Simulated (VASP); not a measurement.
# BP (pbe) (I-4m2) in VASP: notebook, part 2 of 2

VASP 6.6.1. Earlier steps stand in the parts before.

### 5 Single point, PBE

The input, INCAR:

```
PREC = Accurate
ENCUT = 500
EDIFF = 1E-6
ISMEAR = 0
SIGMA = 0.01
LREAL = False
LASPH = True
NELM = 120
ALGO = Normal
ISIF = 2
LWAVE = False
LCHARG = False
GGA = PE
NBANDS = 11
GGA_COMPAT = False
```

The input, KPOINTS:

```
Automatic mesh
0
Gamma
  8 8 8
```

The input, POSCAR:

```
BP
1.0
    0.0000000000      2.2969143471      2.2644037746
    2.2969143471      0.0000000000      2.2644037746
    2.2969143471      2.2969143471      0.0000000000
B P
1 1
Direct
    0.0000000000      0.0000000000      0.0000000000
    0.2500000000      0.2500000000      0.2500000000
```

Potentials or basis: VASP PAW PBE potentials, release 64 (B, P).

Run with:

```bash
> cat potpaw_PBE.64/B/POTCAR potpaw_PBE.64/P/POTCAR > POTCAR
> mpirun -np 1 vasp_std > vasp.out
```

OUTCAR:

```text
PREC = Accurate
   ENCUT = 500
   EDIFF = 1E-6
   ISMEAR = 0
   LREAL = False
   LASPH = True
   NELM = 120
   ISIF = 2
   GGA = PE

 ion  position               nearest neighbor table
   1  0.000  0.000  0.000-   2 1.98   2 1.98   2 1.98   2 1.98
   2  0.250  0.250  0.250-   1 1.98   1 1.98   1 1.98   1 1.98

  LATTYP: Found a body centered tetragonal cell.
 ALAT       =     3.2483274213
 C/A-ratio  =     1.3941967548

  Lattice vectors:

 A1 = (   0.0000000000,  -2.2969143471,  -2.2644037746)
 A2 = (   0.0000000000,   2.2969143471,  -2.2644037746)
 A3 = (   2.2969143471,   0.0000000000,   2.2644037746)

Analysis of symmetry for initial positions (statically):
=====================================================================
 Subroutine PRICEL returns:
 Original cell was already a primitive cell.

 Routine SETGRP: Setting up the symmetry group for a
 body centered tetragonal supercell.

 Subroutine GETGRP returns: Found  8 space group operations
 (whereof  8 operations were pure point group operations)
 out of a pool of 16 trial point group operations.

The static configuration has the point symmetry D_2d.

Analysis of symmetry for dynamics (positions and initial velocities):
=====================================================================
 Subroutine PRICEL returns:
 Original cell was already a primitive cell.

 Routine SETGRP: Setting up the symmetry group for a
 body centered tetragonal supercell.

 Subroutine GETGRP returns: Found  8 space group operations
 (whereof  8 operations were pure point group operations)
 out of a pool of 16 trial point group operations.

The dynamic configuration has the point symmetry D_2d.

 Subroutine INISYM returns: Found  8 space group operations
 (whereof  8 operations are pure point group operations),
 and found     1 'primitive' translations

----------------------------------------------------------------------------------------

[... 114 lines left out ...]
  Fermi-wavevector in a.u.,A,eV,Ry     =   1.136790  2.148222 17.582701  1.292292
  Thomas-Fermi vector in A             =   2.273495
   LORBIT       =      0    0 simple, 1 ext, 2 COOP (PROOUT), +10 PAW based schemes
   GGA     = PE    functional components
   LHFCALC =     F    Hartree Fock is set to
   AEXX    =    0.0000 exact exchange contribution
   IVDW    =     0    specifies the selected vdW correction
   LEPSILON=     F    determine dielectric tensor
   LRPA    =     F    only Hartree local field effects (RPA)
 non-spin polarized calculation
 Gauss-broadening in eV      SIGMA  =   0.01
  energy-cutoff  :      500.00
  volume of cell :       23.89
 maximum number of plane-waves:       622
   NGX = 11   NGY = 11   NGZ = 11

 number of electron       7.9999999 magnetization

 Free energy of the ion-electron system (eV)
  ---------------------------------------------------
  ext. energy  EPLUGINS =         0.00000000
  ---------------------------------------------------
  free energy    TOTEN  =       -12.92293073 eV

  energy without entropy =      -12.92293073  energy(sigma->0) =      -12.92293073

 E-fermi :   7.4108     XC(G=0): -10.8107

 val. band max:        7.2612490623   @ k =   0.0000   0.0000   0.0000
 cond. band min:       8.3462774042   @ k =   0.3750   0.3750   0.0000
 fundamental gap:      1.0850283419
 Fermi energy:         7.4107640693

 k-point     1 :       0.0000    0.0000    0.0000
  band No.  band energies     occupation
      1      -8.0913      2.00000
      2       7.1255      2.00000
      3       7.1255      2.00000
      4       7.2612      2.00000
      5      10.4858      0.00000
      6      10.5674      0.00000
      7      10.5674      0.00000
      8      14.2028      0.00000
      9      18.5346      0.00000
     10      19.0521      0.00000
     11      19.4140      0.00000
[... 309 lines left out ...]
 k-point    24 :       0.3750    0.0000    0.1250
  band No.  band energies     occupation
      1      -5.9890      2.00000
      2       0.6999      2.00000
      3       4.8276      2.00000
      4       4.9726      2.00000
      5      10.7072      0.00000
      6      12.6457      0.00000
      7      13.3417      0.00000
      8      15.0473      0.00000
      9      19.4170      0.00000
     10      20.7303      0.00000
     11      21.4179      0.00000

 [... further k-points ...]
[... 5 lines left out ...]
  --------------------------------------------------------------------------------------
  -------------------------------------------------------------------------------------
  Total       -0.5759434     -0.5759434     -0.0281808      0.0000000     -0.0000000     -0.0000000
  in kB      -38.6204118    -38.6204118     -1.8896865      0.0000000     -0.0000000     -0.0000000
  external PRESSURE =     -26.3768367 kB  Pullay stress =       0.0000000 kB

 VOLUME and BASIS-vectors are now :
 -----------------------------------------------------------------------------
  energy-cutoff  :      500.00
  volume of cell :       23.89
      direct lattice vectors                 reciprocal lattice vectors
     0.000000000  2.296914347  2.264403775    -0.217683346  0.217683346  0.220808676
     2.296914347  0.000000000  2.264403775     0.217683346 -0.217683346  0.220808676
     2.296914347  2.296914347  0.000000000     0.217683346  0.217683346 -0.220808676

 POSITION                                       TOTAL-FORCE (eV/Angst)
 -----------------------------------------------------------------------------------
      0.00000      0.00000      0.00000        -0.000000     -0.000000      0.000000
      1.14846      1.14846      1.13220         0.000000      0.000000     -0.000000
 -----------------------------------------------------------------------------------
    total drift:                                0.000000      0.000000      0.000000

  FREE ENERGIE OF THE ION-ELECTRON SYSTEM (eV)
  ---------------------------------------------------
  free  energy   TOTEN  =       -12.9229307274 eV

  energy  without entropy=      -12.9229307274  energy(sigma->0) =      -12.92293073
```

Wall time 10 s (1 thread of AMD EPYC 7R13 (Zen 3), shared host); peak memory 0.11 GiB.

What came out:

| Property | Result |
| --- | --- |
| Free energy | -12.9229 eV |
| Pressure | -2.6 GPa |
| Band gap on the k mesh | 1.09 eV, indirect (least direct gap 3.22 eV) |

Stress tensor (GPa, compression positive):
```
-3.86  0.00  0.00
 0.00 -3.86  0.00
 0.00  0.00 -0.19
```

Levels at points of the mesh, in eV from the valence-band top:
```
           k point  band 2  band 3  band 4  band 5  band 6  band 7
(0.00, 0.00, 0.00)   -0.14   -0.14    0.00    3.22    3.31    3.31
(0.50, 0.00, 0.00)   -8.96   -1.91   -1.73    3.53    4.54    4.70
(0.50, 0.50, 0.00)   -8.47   -4.22   -4.22    1.18    1.46   11.82
(0.50, 0.00, 0.50)   -8.60   -4.09   -4.06    1.34    1.66   11.68
```

### 6 The runs side by side

```csv
cell,smearing,gap on the mesh (eV),pressure (GPa)
"a = 3.223, b = 3.223, c = 3.248 Å, angles 59.7, 59.7, 60.5°, 2 atoms",gaussian 0.02 eV,1.06,-2.4
"a = 3.229, b = 3.229, c = 3.248 Å, angles 59.8, 59.8, 60.4°, 2 atoms",gaussian 0.02 eV,1.12,-2.9
"a = 3.225, b = 3.225, c = 3.248 Å, angles 59.8, 59.8, 60.5°, 2 atoms",gaussian 0.02 eV,1.09,-2.6
"a = 3.225, b = 3.225, c = 3.248 Å, angles 59.8, 59.8, 60.5°, 2 atoms",gaussian 0.01 eV,1.09,-2.6
```

Alike in all rows: task single point; level PBE; potentials or basis VASP PAW PBE potentials, release 64 (B, P); no spin polarisation; k mesh 8 × 8 × 8; cutoff (eV) 500.

Total energies depend on the potentials used, so only differences within one code and one set of settings carry meaning.
